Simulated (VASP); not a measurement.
# C (Fmmm) in VASP: notebook, part 2 of 2

VASP 6.6.1. Earlier steps stand in the parts before.

## Step 4: Single point, LDA (strain -0.0200 x Voigt [0, 0, 0, 1, 0, 0])

File INCAR:

```
SYSTEM = C
PREC     = Accurate       ! precision mode
ENCUT    = 520            ! plane-wave cutoff, eV
EDIFF    = 1E-7           ! SCF threshold, eV
ISMEAR   = 0              ! smearing method
SIGMA    = 0.05           ! smearing width, eV
LREAL    = .FALSE.        ! projectors in reciprocal space
LASPH    = .TRUE.         ! aspherical terms in the spheres
NELM     = 60             ! most SCF steps
ALGO     = Normal         ! electronic algorithm
ISIF     = 2              ! what is computed and relaxed
LWAVE    = .FALSE.        ! write WAVECAR
LCHARG   = .FALSE.        ! write CHGCAR
NBANDS   = 26             ! bands
```

File KPOINTS:

```
Automatic mesh
0
G
  8 8 8
  0 0 0
```

File POSCAR:

```
C
1.0
   -2.4103983070      2.3862943239      2.3862943239
    2.4103983070     -2.4345022901      2.4345022901
    2.4103983070      2.4345022901     -2.4345022901
C
8
Direct
    0.3254710870      0.0000000000      0.0000000000
    0.6745289130      0.6745289130      0.6745289130
    0.0000000000      0.3254710870      0.0000000000
    0.0000000000      0.0000000000      0.3254710870
    0.0000000000      0.6745289130      0.0000000000
    0.3254710870      0.3254710870      0.3254710870
    0.6745289130      0.0000000000      0.0000000000
    0.0000000000      0.0000000000      0.6745289130
```

Potentials or basis: VASP PAW LDA potentials, release 64 (C).

Run with:

```
$ cat potpaw_LDA.64/C/POTCAR > POTCAR
$ mpirun -np 1 vasp_std > vasp.out
```

OUTCAR:

```text
SYSTEM = C
   PREC = Accurate
   ENCUT = 520
   EDIFF = 1E-7
   ISMEAR = 0
   LREAL = .FALSE.
   LASPH = .TRUE.
   NELM = 60
   ISIF = 2

 ion  position               nearest neighbor table
   1  0.325  0.000  0.000-   7 1.45   6 1.57   5 1.57   8 1.57
   2  0.675  0.675  0.675-   6 1.45   7 1.57   5 1.57   8 1.57
   3  0.000  0.325  0.000-   5 1.47   8 1.57   7 1.57   6 1.57
   4  0.000  0.000  0.325-   8 1.47   5 1.57   7 1.57   6 1.57
   5  0.000  0.675  0.000-   3 1.47   4 1.57   1 1.57   2 1.57
   6  0.325  0.325  0.325-   2 1.45   1 1.57   3 1.57   4 1.57
   7  0.675  0.000  0.000-   1 1.45   2 1.57   3 1.57   4 1.57
   8  0.000  0.000  0.675-   4 1.47   3 1.57   1 1.57   2 1.57

  LATTYP: Found a face centered orthorhombic cell.
 ALAT       =     4.8207966140
 B/A-ratio  =     1.4000714267
 C/A-ratio  =     1.4283556980

  Lattice vectors:

 A1 = (   0.0000000000,  -0.0482079662,   4.8207966140)
 A2 = (   2.4103983070,  -2.4345022901,   2.4345022901)
 A3 = (   2.4103983070,   2.3862943239,   2.3862943239)

Analysis of symmetry for initial positions (statically):
=====================================================================
 Subroutine PRICEL returns:
 Original cell was already a primitive cell.

 Routine SETGRP: Setting up the symmetry group for a
 face centered orthorhombic supercell.

 Subroutine GETGRP returns: Found  8 space group operations
 (whereof  8 operations were pure point group operations)
 out of a pool of  8 trial point group operations.

The static configuration has the point symmetry D_2h.

Analysis of symmetry for dynamics (positions and initial velocities):
=====================================================================
 Subroutine PRICEL returns:
 Original cell was already a primitive cell.

 Routine SETGRP: Setting up the symmetry group for a
 face centered orthorhombic supercell.

 Subroutine GETGRP returns: Found  8 space group operations
 (whereof  8 operations were pure point group operations)
[... 138 lines left out ...]
   LORBIT       =      0    0 simple, 1 ext, 2 COOP (PROOUT), +10 PAW based schemes
   GGA     = CA    functional components
   LHFCALC =     F    Hartree Fock is set to
   AEXX    =    0.0000 exact exchange contribution
   IVDW    =     0    specifies the selected vdW correction
   LEPSILON=     F    determine dielectric tensor
   LRPA    =     F    only Hartree local field effects (RPA)
 non-spin polarized calculation
 Gauss-broadening in eV      SIGMA  =   0.05
  energy-cutoff  :      520.00
  volume of cell :       56.01
 maximum number of plane-waves:      1528
   NGX = 15   NGY = 15   NGZ = 15

 number of electron      32.0000004 magnetization

 Free energy of the ion-electron system (eV)
  ---------------------------------------------------
  ext. energy  EPLUGINS =         0.00000000
  ---------------------------------------------------
  free energy    TOTEN  =       -75.25754208 eV

  energy without entropy =      -75.25754208  energy(sigma->0) =      -75.25754208

 E-fermi :   7.2846     XC(G=0): -12.0139

 val. band max:        6.9873300664   @ k =   0.5000   0.5000   0.5000
 cond. band min:       9.8521375962   @ k =   0.1250   0.1250   0.1250
 fundamental gap:      2.8648075298
 Fermi energy:         7.2846454621

 k-point     1 :       0.0000    0.0000    0.0000
  band No.  band energies     occupation
      1     -14.1412      2.00000
      2      -6.0214      2.00000
      3      -5.9243      2.00000
      4      -5.8240      2.00000
      5      -4.9621      2.00000
      6      -4.8756      2.00000
[... 685 lines left out ...]
     25      18.5448      0.00000
     26      18.6395      0.00000

 [... further k-points ...]

------------------------ aborting loop because EDIFF is reached ----------------------------------------

  FORCE on cell =-STRESS in cart. coord.  units (eV):
  Direction    XX          YY          ZZ          XY          YZ          ZX
  --------------------------------------------------------------------------------------
  -------------------------------------------------------------------------------------
  Total        0.3927669      0.3860643      0.3860643     -0.0000000      2.0644890     -0.0000000
  in kB       11.2347242     11.0430045     11.0430045     -0.0000000     59.0527551     -0.0000000
  external PRESSURE =      11.1069111 kB  Pullay stress =       0.0000000 kB

 VOLUME and BASIS-vectors are now :
 -----------------------------------------------------------------------------
  energy-cutoff  :      520.00
  volume of cell :       56.01
      direct lattice vectors                 reciprocal lattice vectors
    -2.410398307  2.386294324  2.386294324     0.000000000  0.209529895  0.209529895
     2.410398307 -2.434502290  2.434502290     0.207434596  0.002074553  0.207455342
     2.410398307  2.434502290 -2.434502290     0.207434596  0.207455342  0.002074553

 POSITION                                       TOTAL-FORCE (eV/Angst)
 -----------------------------------------------------------------------------------
     -0.78451      0.77667      0.77667         0.003550     -0.003814     -0.003814
      1.62588      1.60962      1.60962         0.003550      0.003814      0.003814
      0.78451     -0.79236      0.79236         0.051108     -0.059257      0.059257
      0.78451      0.79236     -0.79236         0.051108      0.059257     -0.059257
      1.62588     -1.64214      1.64214        -0.051108      0.059257     -0.059257
      0.78451      0.77667      0.77667        -0.003550     -0.003814     -0.003814
     -1.62588      1.60962      1.60962        -0.003550      0.003814      0.003814
      1.62588      1.64214     -1.64214        -0.051108     -0.059257      0.059257
 -----------------------------------------------------------------------------------
    total drift:                               -0.000000      0.000000      0.000000

  FREE ENERGIE OF THE ION-ELECTRON SYSTEM (eV)
  ---------------------------------------------------
  free  energy   TOTEN  =       -75.2575420770 eV

  energy  without entropy=      -75.2575420770  energy(sigma->0) =      -75.25754208
```

OSZICAR:

```text
N       E                     dE             d eps       ncg     rms          rms(c)
DAV:   1     0.789983307191E+02    0.78998E+02   -0.16477E+04  4940   0.117E+03
DAV:   2    -0.728305713856E+02   -0.15183E+03   -0.13953E+03  6520   0.237E+02
DAV:   3    -0.794610198562E+02   -0.66304E+01   -0.65575E+01  6624   0.449E+01
DAV:   4    -0.795483196488E+02   -0.87300E-01   -0.87148E-01  6456   0.581E+00
DAV:   5    -0.795503952988E+02   -0.20756E-02   -0.20746E-02  6644   0.844E-01    0.116E+01
DAV:   6    -0.762531649203E+02    0.32972E+01   -0.28231E+00  6136   0.855E+00    0.657E+00
DAV:   7    -0.752625967780E+02    0.99057E+00   -0.23766E+00  6320   0.799E+00    0.186E+00
DAV:   8    -0.752576042420E+02    0.49925E-02   -0.13474E-01  5966   0.215E+00    0.490E-01
DAV:   9    -0.752578166663E+02   -0.21242E-03   -0.10686E-02  6324   0.575E-01    0.137E-01
DAV:  10    -0.752575518297E+02    0.26484E-03   -0.17102E-03  6346   0.224E-01    0.323E-02
DAV:  11    -0.752575513605E+02    0.46927E-06   -0.39536E-05  6186   0.404E-02    0.244E-02
DAV:  12    -0.752575418401E+02    0.95204E-05   -0.25124E-05  6118   0.267E-02    0.268E-03
DAV:  13    -0.752575420786E+02   -0.23846E-06   -0.97377E-07  6266   0.562E-03    0.101E-03
DAV:  14    -0.752575420770E+02    0.15602E-08   -0.22326E-08  4194   0.101E-03
   1 F= -.75257542E+02 E0= -.75257542E+02  d E =-.242711E-19
```

stdout:

```text
POSCAR found type information on POSCAR C
 POSCAR found :  1 types and       8 ions
 scaLAPACK will be used
 LDA part: xc-table for (Slater(with rela. corr.)+CA(PZ))
 , standard interpolation
 POSCAR, INCAR and KPOINTS ok, starting setup
 FFT: planning ... GRIDC
 FFT: planning ... GRID_SOFT
 FFT: planning ... GRID
 WAVECAR not read
 entering main loop
```

Run time: 66 s. Hardware: 1 thread of AMD EPYC 9R45 (Zen 5), shared host; peak memory 0.18 GiB.

What came out:

```yaml
Free_energy: -75.2575 eV
Pressure: 1.1 GPa
Largest_force: 0.098 eV/Å
Band_gap_on_the_k_mesh: 2.86 eV, indirect (least direct gap 3.70 eV)
```

Forces in eV/Å, atoms in the order of the input:
```
C    0.004 -0.004 -0.004
C    0.004  0.004  0.004
C    0.051 -0.059  0.059
C    0.051  0.059 -0.059
C   -0.051  0.059 -0.059
C   -0.004 -0.004 -0.004
C   -0.004  0.004  0.004
C   -0.051 -0.059  0.059
```

Levels at points of the mesh, in eV from the valence-band top:
```tsv
k point	band 14	band 15	band 16	band 17	band 18	band 19
(0.00, 0.00, 0.00)	-0.62	-0.45	-0.28	3.93	3.98	4.04
(0.50, 0.00, 0.00)	-3.10	-2.45	-2.41	3.78	5.49	5.81
(0.00, 0.50, 0.00)	-3.20	-2.47	-2.28	3.75	5.40	5.72
(0.00, 0.50, 0.50)	-3.31	-2.51	-2.16	3.76	5.30	5.61
(0.50, 0.50, 0.50)	-0.22	-0.11	0.00	3.70	5.69	5.75
```

Caveat: the cell differs from its parent crystal (strain -0.0200 x Voigt [0, 0, 0, 1, 0, 0]).

## Step 5: Single point, LDA (strain +0.0100 x Voigt [0, 0, 0, 1, 0, 0])

File INCAR:

```
SYSTEM = C
ALGO = Normal
EDIFF = 1E-6
ENCUT = 520
GGA = CA
ISIF = 2
ISMEAR = 0
LASPH = .True.
LCHARG = .False.
LREAL = .False.
LWAVE = .False.
NBANDS = 26
NELM = 60
PREC = Accurate
SIGMA = 0.05
```

File KPOINTS:

```
k-points
0
Gamma
  8 8 8
  0 0 0
```

Changes to POSCAR since step 4:

```diff
@@ -2,5 +2,5 @@
 1.0
-   -2.4103983070      2.3862943239      2.3862943239
-    2.4103983070     -2.4345022901      2.4345022901
-    2.4103983070      2.4345022901     -2.4345022901
+   -2.4103983070      2.4224502985      2.4224502985
+    2.4103983070     -2.3983463155      2.3983463155
+    2.4103983070      2.3983463155     -2.3983463155
 C
```

Run with:

```
$ cat potpaw_LDA.64/C/POTCAR > POTCAR
$ mpirun -np 1 vasp_std > vasp.out
```

Run time: 62 s. Hardware: 1 thread of AMD EPYC 9R45 (Zen 5), shared host; peak memory 0.18 GiB.

The run converged. Its results:

```
Free energy            : -75.2730 eV
Pressure               : 1.1 GPa
Largest force          : 0.075 eV/Å
Band gap on the k mesh : 2.95 eV, indirect (least direct gap 3.76 eV)
```

Forces on the atoms (eV/Å):
```
C   -0.041  0.044  0.044
C   -0.041 -0.044 -0.044
C    0.014 -0.013  0.013
C    0.014  0.013 -0.013
C   -0.014  0.013 -0.013
C    0.041  0.044  0.044
C    0.041 -0.044 -0.044
C   -0.014 -0.013  0.013
```

Stress tensor (GPa, compression positive):
```
 1.09  0.00  0.00
 0.00  1.08 -2.95
 0.00 -2.95  1.08
```

Levels at points of the mesh, in eV from the valence-band top:
```
           k point  band 12  band 13  band 14  band 15  band 16  band 17  band 18  band 19  band 20  band 21
(0.00, 0.00, 0.00)    -5.40    -5.40    -0.48    -0.39    -0.31     4.01     4.04     4.07     7.80     8.56
(0.50, 0.00, 0.00)    -4.70    -3.25    -3.20    -2.44    -2.17     3.81     5.41     5.72     6.39     7.00
(0.00, 0.50, 0.00)    -4.63    -3.21    -3.15    -2.42    -2.23     3.82     5.45     5.77     6.36     7.02
(0.00, 0.50, 0.50)    -4.55    -3.18    -3.09    -2.41    -2.29     3.83     5.50     5.81     6.33     7.05
(0.50, 0.50, 0.50)    -6.16    -6.07    -0.11    -0.06     0.00     3.76     5.79     5.82     5.87     8.43
```

Caveat: the cell differs from its parent crystal (strain +0.0100 x Voigt [0, 0, 0, 1, 0, 0]).

## Step 6: Overview

| cell | gap on the mesh (eV) | pressure (GPa) | largest force (eV/Å) |
| --- | --- | --- | --- |
| a = 4.119, b = 4.231, c = 4.231 Å, angles 110.5, 109.5, 109.5°, 8 atoms | 2.70 | 1.2 | 0.14 |
| a = 4.217, b = 4.133, c = 4.133 Å, angles 108.7, 109.5, 109.5°, 8 atoms | 2.78 | 1.2 | 0.12 |
| a = 4.147, b = 4.203, c = 4.203 Å, angles 110.0, 109.5, 109.5°, 8 atoms | 2.86 | 1.1 | 0.10 |
| a = 4.189, b = 4.161, c = 4.161 Å, angles 109.2, 109.5, 109.5°, 8 atoms | 2.95 | 1.1 | 0.07 |

Alike in all rows: task single point; level LDA; potentials or basis VASP PAW LDA potentials, release 64 (C); no spin polarisation; k mesh 8 × 8 × 8; cutoff (eV) 520; smearing gaussian 0.05 eV.

Total energies depend on the potentials used, so only differences within one code and one set of settings carry meaning.
